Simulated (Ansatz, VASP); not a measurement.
**MoS2: VASP beside Ansatz**

INCAR

```
SYSTEM = MoS2
PREC = Accurate ; ENCUT = 520
EDIFF = 1E-6 ; ISMEAR = -1
SIGMA = 0.05 ; LREAL = .FALSE.
LASPH = .TRUE. ; NELM = 60
ALGO = Normal ; ISIF = 2
LWAVE = .FALSE. ; LCHARG = .FALSE.
GGA = PE ; ALDAC = 0.0
AGGAC = 0.0 ; NBANDS = 35
```

File KPOINTS:

```
Automatic mesh
0
G
  10 10 2
  0 0 0
```

File POSCAR:

```
MoS2
1.0
    3.2264481230      0.0000000000      0.0000000000
   -1.6132240615      2.7941860385      0.0000000000
    0.0000000000      0.0000000000     21.9557060374
Mo S
2 4
Direct
    0.3333333333      0.6666666667      0.8511602300
    0.6666666667      0.3333333333      0.1488397700
    0.6666666667      0.3333333333      0.7796253900
    0.3333333333      0.6666666667      0.0772510000
    0.6666666667      0.3333333333      0.9227490000
    0.3333333333      0.6666666667      0.2203746100
```

input.yaml

```yaml
crystal:
  lattice:
    - [3.226448123, 0.0, 0.0]
    - [-1.6132240615, 2.7941860385, 0.0]
    - [0.0, 0.0, 21.9557060374]
  atoms:
    - { symbol: Mo, position: [0.3333333333, 0.6666666667, 0.85116023] }
    - { symbol: Mo, position: [0.6666666667, 0.3333333333, 0.14883977] }
    - { symbol: S, position: [0.6666666667, 0.3333333333, 0.77962539] }
    - { symbol: S, position: [0.3333333333, 0.6666666667, 0.077251] }
    - { symbol: S, position: [0.6666666667, 0.3333333333, 0.922749] }
    - { symbol: S, position: [0.3333333333, 0.6666666667, 0.22037461] }
hamiltonian:
  xc: { exchange: pbe, correlation: none }
  pseudopotentials: { kind: paw }
kpoints:
  mp_grid: { grid: [10, 10, 2] }
scf:
  occupations: { method: fermi_dirac, width: 0.05 }
output:
  forces: true
  stress: true
  eigenvalues: true
```

Alike in both runs: task single point; functional PBE exchange alone; k mesh 10 × 10 × 2; occupations fermi-dirac, width 0.05 eV; no spin polarisation.

```csv
,VASP,Ansatz
version,VASP 6.6.1,Ansatz 0.2.0
potentials or method,"VASP PAW PBE potentials, release 64 (Mo_sv, S)",Ansatz PAW
plane-wave cutoff (eV),520,420
valence electrons in the cell,52,52
```

```csv
,VASP,Ansatz,Ansatz less VASP
gap on the k mesh at the Fermi level (eV),1.33,1.32,-0.013
least direct gap on the mesh (eV),1.79,1.79,-0.004
rms of the force components (eV/Å),0.373,0.382,+0.0084
```

VASP's potentials were made for PBE, not for PBE exchange alone. Atom by atom the forces differ by 0.008 eV/Å (rms over components). With one functional, cell and mesh, what is left measures potentials, basis and numerics.
